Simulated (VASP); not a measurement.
A run of VASP 6.6.1:

File INCAR:

```
SYSTEM = SnSe2
ALGO = Normal
EDIFF = 1E-6
ENCUT = 520
GGA = PE
ISIF = 2
ISMEAR = 0
LASPH = .TRUE.
LCHARG = .TRUE.
LELF = .TRUE.
LREAL = .FALSE.
LVHAR = .TRUE.
LWAVE = .FALSE.
NBANDS = 20
NELM = 60
PREC = Accurate
SIGMA = 0.02
```

File KPOINTS:

```
k-points
0
G
  8 8 4
  0 0 0
```

Contents of POSCAR:

```
SnSe2
1.0
    3.8531056063      0.0022731575      0.0038115150
    1.9234130036      3.3375347184      0.1086042969
    1.8719933242      0.8577985393      6.5958985691
Sn Se
1 2
Direct
    0.0000000000      0.0000000000      0.0000000000
    0.7462519955      0.7440675085      0.7571730485
    0.2537480045      0.2559324915      0.2428269515
```

Potentials or basis: VASP PAW PBE potentials, release 64 (Sn_d, Se).

The run is started by

```sh
$ cat potpaw_PBE.64/Sn_d/POTCAR potpaw_PBE.64/Se/POTCAR > POTCAR
$ mpirun -np 1 vasp_std > vasp.out
```

Hardware: 1 thread of Intel Xeon 8259CL (shared host).

Task: How long does it take, and how much memory?

Result: It took 5 min on 1 thread of Intel Xeon 8259CL, on a shared host, peak memory 0.36 GiB. Counts: scf iterations 12, k points 132.
